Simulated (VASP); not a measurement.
# Ir: relaxation of cell and atoms with r2SCAN

The system is Ir.

```
Ir
1.0
     0.00000    1.92248    1.92248
     1.92248    0.00000    1.92248
     1.92248    1.92248    0.00000
Ir
1
Direct
  0.00000 0.00000 0.00000
```

```
Program                : VASP 6.6.1
Task                   : relaxation of cell and atoms
Functional             : r2SCAN
Potentials or basis    : VASP PAW PBE potentials, release 64 (Ir)
Cutoff                 : 600 eV
k mesh                 : 24 × 24 × 24
Occupations            : fermi-dirac, width 0.15 eV
Spin                   : no spin polarisation
Dipole correction      : no
Further INCAR settings : ALGO = Normal; EDIFF = 1e-07; IBRION = 2; EDIFFG = -0.001; NSW = 80; ISIF = 3
```

| Item | Value |
| --- | --- |
| Relaxed volume | 14.32 Å³/atom |
| Relaxed cell | a = 2.726 Å, b = 2.726 Å, c = 2.726 Å, α = 60.00°, β = 60.00°, γ = 60.00° |
| Space group after relaxing (to 0.1 Å) | Fm-3m (No. 225) |
| Energy gained by relaxing | 1.0 meV/atom |
| Ionic steps | 16 |
| Pressure after relaxing | 0.0 GPa |
| Band gap on the k mesh | zero (an odd number of electrons rules out a gap without spin polarisation) |

The path:
```tsv
step	energy change (eV)	largest force (eV/Å)	pressure (GPa)	volume (Å³)
1	0.0000	0.0000	2.94	14.21
2	0.0134	0.0000	-10.30	14.75
3	-0.0010	0.0000	-0.01	14.32
4	-0.0010	0.0000	0.05	14.32
5	-0.0010	0.0000	0.05	14.32
6	-0.0010	0.0000	0.04	14.32
7	-0.0010	0.0000	0.03	14.32
8	-0.0010	0.0000	0.03	14.32
9	-0.0010	0.0000	0.03	14.32
10	-0.0010	0.0000	0.03	14.32
11	-0.0010	0.0000	0.03	14.32
12	-0.0010	0.0000	0.03	14.32
13	-0.0010	0.0000	0.02	14.32
14	-0.0010	0.0000	-0.02	14.32
15	-0.0010	0.0000	-0.02	14.32
16	-0.0010	0.0000	0.00	14.32
```

Final structure:
```
Ir
1.0
     0.00000    1.92742    1.92742
     1.92742    0.00000    1.92742
     1.92742    1.92742    0.00000
Ir
1
Cartesian
  0.0000 0.0000 0.0000
```

Levels at points of the mesh, in eV from the Fermi level:
```tsv
k point	band 1	band 2	band 3	band 4	band 5	band 6	band 7	band 8
(0.00, 0.00, 0.00)	-11.38	-3.91	-3.91	-3.91	-1.25	-1.25	15.14	20.93
(0.50, 0.00, 0.00)	-8.26	-4.06	-4.06	-0.65	0.93	0.93	7.56	14.77
(0.50, 0.50, 0.00)	-8.05	-7.47	0.84	1.56	1.56	1.80	10.92	12.29
```

Run time: 12 min on 1 thread of Intel(R) Xeon(R) Platinum 8488C (Sapphire Rapids), with other jobs on the host, peak memory 0.22 GiB.

Caveat: the PAW data sets were made with another functional, which shifts forces and pressure a little; spin-orbit coupling is left out, which moves the levels of the heavy elements.
